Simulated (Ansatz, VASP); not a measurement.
## Two plane-wave programs on Ge

```
CELL_PARAMETERS angstrom
0.00000 2.81091 2.73586
2.81091 0.00000 2.73586
2.81091 2.81091 0.00000
ATOMIC_POSITIONS crystal
Ge 0.50000 0.50000 0.50000
Ge 0.75000 0.75000 0.75000
```

Change from the starting cell: engineering shear strain xy +0.0000, normal strain along z -0.0267.

Alike in both runs: task single point; functional LDA; k mesh 14 × 14 × 14; occupations gaussian, width 0.15 eV; no spin polarisation.

|  | VASP | Ansatz |
| --- | --- | --- |
| version | VASP 6.6.1 | Ansatz 0.2.0 |
| potentials or method | VASP PAW LDA potentials, release 64 (Ge_d), cutoff 520 eV | scalar-relativistic, plane waves, PAW |
| valence electrons in the cell | 28 | 28 |

```tsv
	VASP	Ansatz	Ansatz less VASP
gap on the k mesh at the Fermi level (eV)	none	none	-
pressure (GPa)	2.4	2.1	-0.28
traceless stress, the component that is largest in VASP (GPa)	1.30	1.30	-0.004
```

LDA's correlation is that of Perdew and Zunger in VASP and of Perdew and Wang (1992) in Ansatz. A gap of «none» marks a metal or a gap that the smearing closes.
